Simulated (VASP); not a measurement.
As: single point with PBE+D3(BJ)

The system is As, a slab with vacuum.

```
As
1.0
     3.40600    0.00000    0.00000
    -1.70300    2.94968    0.00000
     0.00000    0.00000   28.57424
As
2
Direct
  0.33333 0.66667 0.47381
  0.66667 0.33333 0.52619
```

- Program: VASP 6.6.1
- Task: single point
- Functional: PBE
- Dispersion: D3(BJ)
- Potentials or basis: VASP PAW PBE potentials, release 64 (As)
- Cutoff: 520 eV
- k mesh: 9 × 9 × 1
- Occupations: gaussian, width 0.02 eV
- Spin: no spin polarisation
- Dipole correction: yes
- Further INCAR settings: ALGO = Normal; EDIFF = 1e-07; NBANDS = 12

| Quantity | Value |
| --- | --- |
| Largest force | 0.643 eV/Å |
| Band gap on the k mesh | 0.53 eV, indirect (least direct gap 2.21 eV) |
| Dispersion energy per atom | -0.232 eV |

Forces in eV/Å, atoms in the order of the input:
```
As   0.000  0.000  0.643
As   0.000  0.000 -0.643
```

Levels at points of the mesh, in eV from the valence-band top:
```tsv
k point	band 1	band 2	band 3	band 4	band 5	band 6	band 7	band 8	band 9	band 10
(0.00, 0.00, 0.00)	-14.89	-8.65	-2.18	0.00	0.00	2.21	3.30	3.30	3.89	3.99
```

Wall time 110 s on 1 thread of Intel(R) Xeon(R) Platinum 8259CL CPU @ 2.50GHz (Skylake/Cascade Lake), on a shared host, peak memory 0.42 GiB.
